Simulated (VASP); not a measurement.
A run of VASP 6.6.1:

File INCAR:

```
SYSTEM = BH4C2F3
  PREC = Accurate
  ENCUT = 520
  EDIFF = 1E-6
  ISMEAR = -1
  SIGMA = 0.05
  LREAL = Auto
  LASPH = .TRUE.
  NELM = 60
  ALGO = Normal
  ISIF = 2
  LWAVE = .FALSE.
  LCHARG = .TRUE.
  GGA = PE
  IVDW = 12
  LELF = .TRUE.
  LVHAR = .TRUE.
  NBANDS = 98
```

KPOINTS

```
regular mesh
0
G
  1 1 1
  0 0 0
```

File POSCAR:

```
BH4C2F3
1.0
    7.8987230000      0.0000000000      0.0000000000
    0.0000000000      7.8987230000      0.0000000000
    0.0000000000      0.0000000000      7.8987230000
C H B F
8 16 4 12
Direct
    0.5510890811      0.4197767158      0.1841563503
    0.5959444330      0.5795873586      0.2086919620
    0.1235009760      0.6560807361      1.0221652285
    0.2224790007      0.7975719619      1.0155185845
    0.4169281541      0.1783073036      0.5746498516
    0.3051252715      0.0582119413      0.5270345599
    0.9747018600      0.2343923189      0.0730371226
    1.0297613931      0.2232259569     -0.0847478763
    0.6393691740      0.3231914830      0.2072613510
    0.4130414499      0.4065214086      0.1512522974
    0.7180021378      0.6268355024      0.2441533904
    0.5064362936      0.6834395889      0.1928286382
   -0.0132046661      0.6692727419      1.0297234123
    0.1614058374      0.5197802227      1.0322681274
    0.1737875857      0.9248203792      1.0246972833
    0.3571083579      0.7821897286      1.0088339596
    0.4244230365      0.2994787892      0.5087531238
    0.5029420578      0.1606335606      0.6733999914
    0.2144397265      0.0778227063      0.4265626228
    0.2888568190     -0.0591361414      0.5972231208
    0.8520997635      0.2986558713      0.0994591151
    1.0665141694      0.1806747749      0.1592409305
    0.9629911063      0.2651947663     -0.1971204712
    1.1637197557      0.1868023477     -0.0987248192
    0.8606201281      0.9623201117      0.5032459044
    0.6385589164      0.5739028954      0.7238385243
    0.7319790807      0.9863239919      0.0109637976
    0.1291221378      0.5795493778      0.4461987083
    0.8441491112      1.1168260996      0.4537948729
    0.9846908165      0.9115650720      0.6037811429
    0.7443481687      0.8521504046      0.4743551584
    0.4907628739      0.6493328099      0.7254463791
    0.6620563856      0.4110664471      0.7049620553
    0.7771256189      0.6650948514      0.7570970649
    0.6222904639      1.0538032540      0.1192218033
    0.8361478178      0.8560497691      0.0667576265
    0.7180274584      1.0079857212     -0.1539615961
    0.2764750707      0.6536752840      0.4284110229
    0.0020129836      0.6470539605      0.3742756899
    0.1189685978      0.4365768998      0.5339977108
```

Potentials or basis: VASP PAW PBE potentials, release 64 (C, H, B, F).

Run with:

```sh
$ cat potpaw_PBE.64/C/POTCAR potpaw_PBE.64/H/POTCAR potpaw_PBE.64/B/POTCAR potpaw_PBE.64/F/POTCAR > POTCAR
$ mpirun -np 1 vasp_gam > vasp.out
```

Hardware: 1 thread of Intel(R) Xeon(R) Platinum 8488C (Sapphire Rapids), with other jobs on the host.

Task: Estimate the wall time of this run.

Result: Wall time 58 s on 1 thread of Intel(R) Xeon(R) Platinum 8488C (Sapphire Rapids), with other jobs on the host, peak memory 0.48 GiB. Counts: scf iterations 16, k points 1.
